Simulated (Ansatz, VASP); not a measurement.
**Ga2SnO3 in VASP and in Ansatz**

```
CELL_PARAMETERS angstrom
2.97344 1.71672 2.82237
-2.97344 1.71672 2.82237
0.00000 -3.43344 2.82237
ATOMIC_POSITIONS crystal
Ga 0.66081 0.66081 0.66081
Ga 0.33919 0.33919 0.33919
Sn 0.00000 0.00000 0.00000
O 0.00000 0.50000 0.00000
O 0.50000 0.00000 0.00000
O 0.00000 0.00000 0.50000
```

Change from the starting cell: species swapped into the Zr2Al3Zn type (R-3m, No. 166).

Alike in both runs: functional PBE; k mesh 6 × 6 × 6; occupations gaussian, width 0.1 eV; no spin polarisation.

Ansatz relaxed the structure, and its values are those at the end. VASP's run is a single point on that final structure, the one shown.

|  | VASP | Ansatz |
| --- | --- | --- |
| version | VASP 6.6.1 | Ansatz 0.2.0 |
| potentials or method | VASP PAW PBE potentials, release 64 (Ga_d, Sn_d, O), cutoff 520 eV | scalar-relativistic, plane waves, PAW |
| valence electrons in the cell | 58 | 58 |

Ansatz gave:

- gap on the k mesh at the Fermi level (eV): none
- pressure (GPa): 0.1
- rms of the force components (eV/Å): 0.000

Problem. What did VASP give for the same quantities?

Solution. gap on the k mesh at the Fermi level (eV): none; pressure (GPa): 0.4; rms of the force components (eV/Å): 0.013.

A gap of «none» marks a metal or a gap that the smearing closes.
